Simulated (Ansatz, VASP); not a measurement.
## PtS2 in VASP and in Ansatz

```
CELL_PARAMETERS angstrom
3.58900 0.00000 0.00000
-1.79450 3.10817 0.00000
0.00000 0.00000 30.82549
ATOMIC_POSITIONS crystal
S 0.66667 0.33333 0.46182
S 0.33333 0.66667 0.53818
Pt 0.00000 0.00000 0.50000
```

Alike in both runs: task single point; functional PBE; dispersion D3(BJ); k mesh 9 × 9 × 1; occupations gaussian, width 0.02 eV; no spin polarisation.

```csv
,VASP,Ansatz
version,VASP 6.6.1,Ansatz 0.2.0
potentials or method,"VASP PAW PBE potentials, release 64 (S, Pt), cutoff 520 eV","scalar-relativistic, plane waves, PAW"
valence electrons in the cell,22,30
```

|  | VASP | Ansatz | Ansatz less VASP |
| --- | --- | --- | --- |
| gap on the k mesh at the Fermi level (eV) | 1.81 | 1.81 | -0.005 |
| least direct gap on the mesh (eV) | 1.85 | 1.85 | -0.004 |
| rms of the force components (eV/Å) | 0.212 | 0.229 | +0.0179 |

VASP's potentials hold 22 valence electrons a cell and Ansatz's 30, so a difference there can come from the potentials and not from the codes.

Neither program's run includes spin-orbit coupling.
